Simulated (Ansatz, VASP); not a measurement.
## One calculation of Hf5C4, two programs

```
CELL_PARAMETERS angstrom
3.28910 0.00000 0.00000
-1.64455 2.84845 0.00000
0.00000 0.00000 25.74216
ATOMIC_POSITIONS crystal
Hf 0.33333 0.66667 0.29135
Hf 0.00000 0.00000 0.39568
Hf 0.66667 0.33333 0.50000
Hf 0.33333 0.66667 0.60432
Hf 0.00000 0.00000 0.70865
C 0.66667 0.33333 0.34351
C 0.33333 0.66667 0.44784
C 0.00000 0.00000 0.55216
C 0.66667 0.33333 0.65649
```

Alike in both runs: task single point; functional PBE; k mesh 12 × 12 × 1; occupations gaussian, width 0.1 eV; no spin polarisation.

```csv
,VASP,Ansatz
version,VASP 6.6.1,Ansatz 0.2.0
potentials or method,"VASP PAW PBE potentials, release 64 (Hf_pv, C), cutoff 520 eV","scalar-relativistic, plane waves, PAW"
valence electrons in the cell,66,146
```

VASP gave:

| Property | Result |
| --- | --- |
| gap on the k mesh at the Fermi level (eV) | none |
| rms of the force components (eV/Å) | 0.637 |

Estimate Ansatz's values.

gap on the k mesh at the Fermi level (eV): none; rms of the force components (eV/Å): 0.621.

A gap of «none» marks a metal or a gap that the smearing closes. With one functional, cell and mesh, what is left measures potentials, basis and numerics. VASP's potentials hold 66 valence electrons a cell and Ansatz's 146, so a difference there can come from the potentials and not from the codes.

Spin-orbit coupling is off throughout.
